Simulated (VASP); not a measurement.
A run of VASP 6.6.1:

The input INCAR:

```
SYSTEM = GaP
PREC = Accurate ; ENCUT = 520
EDIFF = 1E-7 ; ISMEAR = 0
SIGMA = 0.02 ; LREAL = Auto
LASPH = .True. ; NELM = 100
ALGO = Normal ; ISIF = 2
LWAVE = .False. ; LCHARG = .False.
GGA = PS ; NBANDS = 166
```

File KPOINTS:

```
Automatic mesh
0
Gamma
  2 2 2
  0.5 0.5 0.5
```

POSCAR

```
GaP
1.0
    5.4384489087     -5.4384489087      5.4384489087
   -5.4384489087      5.4384489087      5.4384489087
   -5.4384489087     -5.4384489087     -5.4384489087
Ga P
16 16
Direct
    0.2500000000      0.2500000000      0.5000000000
    0.5000000000      0.2500000000      0.2500000000
    0.7500000000      0.2500000000      0.0000000000
    0.0000000000      0.5000000000      0.5000000000
    0.2500000000      0.5000000000      0.2500000000
    0.0000000000      0.2500000000      0.7500000000
    0.7500000000      0.7500000000      0.5000000000
    0.5000000000      0.5000000000      0.0000000000
    0.7500000000      0.5000000000      0.7500000000
    0.0000000000      0.7500000000      0.2500000000
    0.5000000000      0.0000000000      0.5000000000
    0.2500000000      0.7500000000      0.0000000000
    0.7500000000      0.0000000000      0.2500000000
    0.5000000000      0.7500000000      0.7500000000
    0.0000000000      0.0000000000      0.0000000000
    0.2500000000      0.0000000000      0.7500000000
    0.2500000000      0.0000000000      0.5000000000
    0.5000000000      0.0000000000      0.2500000000
    0.7500000000      0.0000000000      0.0000000000
    0.0000000000      0.2500000000      0.5000000000
    0.2500000000      0.2500000000      0.2500000000
    0.0000000000      0.0000000000      0.7500000000
    0.7500000000      0.5000000000      0.5000000000
    0.5000000000      0.2500000000      0.0000000000
    0.7500000000      0.2500000000      0.7500000000
    0.0000000000      0.5000000000      0.2500000000
    0.5000000000      0.7500000000      0.5000000000
    0.2500000000      0.5000000000      0.0000000000
    0.7500000000      0.7500000000      0.2500000000
    0.5000000000      0.5000000000      0.7500000000
    0.0000000000      0.7500000000      0.0000000000
    0.2500000000      0.7500000000      0.7500000000
```

Potentials or basis: VASP PAW PBE potentials, release 64 (Ga_d, P).

Launch:

```bash
$ cat potpaw_PBE.64/Ga_d/POTCAR potpaw_PBE.64/P/POTCAR > POTCAR
$ mpirun -np 1 vasp_std > vasp.out
```

Hardware: 1 thread of AMD EPYC 9R45 96-Core Processor (Zen 5) (shared host).

Q: Estimate the wall time of this run.

A: It took 6.5 min on 1 thread of AMD EPYC 9R45 96-Core Processor (Zen 5), with other jobs on the host, peak memory 0.71 GiB. Counts: scf iterations 17, k points 2.
